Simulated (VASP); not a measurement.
## Al2O3: single point with PBE+D3(BJ)

Al2O3:

```
Al O
1.0
     3.18546    0.00000    0.00000
    -1.59273    2.75869    0.00000
     0.00000    0.00000    6.79685
Al O
2 3
Direct
  0.00000 0.00000 0.27795
  0.00000 0.00000 0.72205
  0.33333 0.66667 0.19945
  0.66667 0.33333 0.80055
  0.00000 0.00000 0.50000
```

This cell differs from its parent crystal: ratio of the length along z to the lengths across it x 0.85, volume and fractional coordinates fixed.

| Item | Value |
| --- | --- |
| Program | VASP 6.6.1 |
| Task | single point |
| Functional | PBE |
| Dispersion | D3(BJ) |
| Potentials or basis | VASP PAW PBE potentials, release 64 (Al, O) |
| Cutoff | 520 eV |
| k mesh | 12 × 12 × 4 |
| Occupations | gaussian, width 0.05 eV |
| Spin | no spin polarisation |

```json
{"Pressure": "9.4 GPa", "Largest force": "8.455 eV/Å", "Band gap on the k mesh": "3.30 eV, indirect (least direct gap 3.67 eV)", "Dispersion energy per atom": "-0.169 eV"}
```

Forces in eV/Å, atoms in the order of the input:
```
Al   0.000  0.000 -8.455
Al   0.000  0.000  8.455
O    0.000  0.000  0.019
O    0.000  0.000 -0.019
O    0.000  0.000  0.000
```

Stress tensor (GPa, compression positive):
```
-20.78   0.00   0.00
  0.00 -20.78   0.00
  0.00   0.00  69.78
```

Levels at points of the mesh, in eV from the valence-band top:
| k point | band 8 | band 9 | band 10 | band 11 | band 12 | band 13 | band 14 | band 15 | band 16 | band 17 |
| --- | --- | --- | --- | --- | --- | --- | --- | --- | --- | --- |
| (0.00, 0.00, 0.00) | -1.88 | -1.88 | -0.41 | -0.41 | -0.37 | 3.30 | 5.44 | 8.69 | 12.44 | 12.44 |
| (0.50, 0.00, 0.00) | -2.63 | -2.31 | -0.91 | -0.60 | -0.20 | 5.84 | 7.70 | 8.87 | 10.77 | 10.98 |
| (0.00, 0.00, 0.50) | -1.83 | -1.68 | -1.16 | -0.41 | -0.41 | 4.11 | 4.72 | 9.34 | 10.63 | 12.19 |
| (0.50, 0.00, 0.50) | -2.51 | -2.47 | -1.25 | -0.56 | -0.01 | 6.54 | 6.71 | 9.50 | 9.59 | 11.51 |

Run time: 27 s on 1 thread of Intel(R) Xeon(R) 6975P-C (Granite Rapids) (shared host), peak memory 0.22 GiB.

Caveat: forces of over 1 eV/Å act on the atoms, so gaps and moduli don't describe the material at rest. A k mesh can miss the band edges.
